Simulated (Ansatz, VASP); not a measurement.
# Two plane-wave programs on Se

```
Se
1.0
     2.79246    0.00000    0.00000
     0.00000    2.79246    0.00000
     0.00000    0.00000    2.79246
Se
1
Cartesian
  0.0000 0.0000 0.0000
```

Alike in both runs: task single point; functional PBE; k mesh 18 × 18 × 18; occupations fermi-dirac, width 0.1 eV; no spin polarisation.

|  | VASP | Ansatz |
| --- | --- | --- |
| version | VASP 6.6.1 | Ansatz 0.2.0 |
| potentials or method | VASP PAW PBE potentials, release 64 (Se), cutoff 520 eV | plane waves (420 eV) with PAW, scalar-relativistic |
| valence electrons in the cell | 6 | 16 |

|  | VASP | Ansatz | Ansatz less VASP |
| --- | --- | --- | --- |
| pressure (GPa) | 3.3 | 3.2 | -0.04 |

With one functional, cell and mesh, what is left measures potentials, basis and numerics. VASP's potentials hold 6 valence electrons a cell and Ansatz's 16, so a difference there can come from the potentials and not from the codes.
